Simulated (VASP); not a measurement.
The system is SnTe.

```
CELL_PARAMETERS angstrom
2.26500 1.30770 3.79573
-2.26500 1.30770 3.79573
0.00000 -2.61539 3.79573
ATOMIC_POSITIONS crystal
Sn 0.32463 0.32463 0.32463
Te 0.79735 0.79735 0.79735
```

- Program: VASP 6.6.1
- Task: relaxation of cell and atoms
- Functional: PBE
- Potentials or basis: VASP PAW PBE potentials, release 64 (Sn_d, Te)
- Cutoff: 600 eV
- k mesh: 12 × 12 × 12
- Occupations: gaussian, width 0.02 eV
- Spin: no spin polarisation

At the start: pressure 0.1 GPa; volume 33.73 Å³/atom.

**Question.** Where does the relaxation end?

**Answer.** Over 14 steps the energy falls by 4.5 meV/atom and the volume is 33.08 Å³/atom (-1.9 %); space group R3m (No. 160, to 0.1 Å) before and after.

Step by step:
| step | energy change (eV) | largest force (eV/Å) | pressure (GPa) | volume (Å³) |
| --- | --- | --- | --- | --- |
| 1 | 0.0000 | 0.1540 | 0.12 | 67.46 |
| 2 | -0.0021 | 0.1109 | -0.10 | 67.70 |
| 3 | -0.0033 | 0.0561 | -0.41 | 68.04 |
| 4 | -0.0048 | 0.0507 | -0.24 | 67.61 |
| 5 | -0.0061 | 0.0435 | 0.01 | 66.95 |
| 6 | -0.0048 | 0.0321 | 0.60 | 65.65 |
| 7 | -0.0063 | 0.0408 | 0.17 | 66.62 |
| 8 | -0.0071 | 0.0258 | 0.10 | 66.57 |
| 9 | -0.0085 | 0.0032 | -0.03 | 66.40 |
| 10 | -0.0087 | 0.0099 | -0.07 | 66.33 |
| 11 | -0.0087 | 0.0127 | -0.08 | 66.27 |
| 12 | -0.0088 | 0.0027 | 0.14 | 65.91 |
| 13 | -0.0089 | 0.0051 | 0.06 | 66.04 |
| 14 | -0.0089 | 0.0049 | -0.01 | 66.15 |

Final structure:
```xyz
2
Lattice="2.2651 1.3078 3.7220 -2.2651 1.3078 3.7220 0.0000 -2.6155 3.7220" Properties=species:S:1:pos:R:3 pbc="T T T"
Sn    0.0000    0.0000    3.5360
Te    0.0000    0.0000    8.9920
```
